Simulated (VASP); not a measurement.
A run of VASP 6.6.1:

File INCAR:

```
PREC     = Accurate       # precision mode
ENCUT    = 520            # plane-wave cutoff, eV
EDIFF    = 1E-6           # SCF threshold, eV
ISMEAR   = 0              # smearing method
SIGMA    = 0.01           # smearing width, eV
LREAL    = Auto         
LASPH    = True           # aspherical terms in the spheres
NELM     = 60             # most SCF steps
ALGO     = Normal         # electronic algorithm
ISIF     = 2              # what is computed and relaxed
LWAVE    = False          # write WAVECAR
LCHARG   = False          # write CHGCAR
GGA      = PS             # functional
NBANDS   = 50             # bands
```

Contents of KPOINTS:

```
regular mesh
0
Gamma
  6 6 6
```

POSCAR

```
ScAl7N8
1.0
    3.1653429529     -0.0036621200      5.0137535171
    3.1653429529      0.0036621200     -5.0137535171
   -3.1653429529      5.4897408600     -0.0040008947
Sc Al N
1 7 8
Direct
    0.1556639862      0.1793500765      0.3350140598
    0.1596125557      0.1781114072      0.8337989565
    0.6567885642      0.6747031184      0.3314916796
    0.6556875523      0.6741864039      0.8337989565
    0.0750943892      0.5922158322      0.1642550310
    0.5720391958      0.0891606388      0.1642550310
    0.0733689880      0.5964306138      0.6697996048
    0.5772629815      0.0904777819      0.6677407664
    0.3745443328      0.9603194204      0.3348637502
    0.8687767042      0.4639845562      0.3327612575
    0.3671801096      0.9687824361      0.8327532334
    0.8639708003      0.4655731268      0.8327532334
    0.2875866943      0.3907520693      0.1592304098
    0.2858566252      0.3951610692      0.6810176974
    0.7684783375      0.8716437125      0.1592304098
    0.7860881831      0.8811477365      0.6672359226
```

Potentials or basis: VASP PAW PBE potentials, release 64 (Sc_sv, Al, N).

Command:

```bash
$ cat potpaw_PBE.64/Sc_sv/POTCAR potpaw_PBE.64/Al/POTCAR potpaw_PBE.64/N/POTCAR > POTCAR
$ mpirun -np 1 vasp_std > vasp.out
```

Hardware: 1 thread of AMD EPYC 9R45 96-Core Processor (Zen 5), on a shared host.

Problem. Estimate the wall time of this run.

Solution. It took 15 min on 1 thread of AMD EPYC 9R45 96-Core Processor (Zen 5) (shared host), peak memory 0.52 GiB. Counts: scf iterations 15, k points 68.
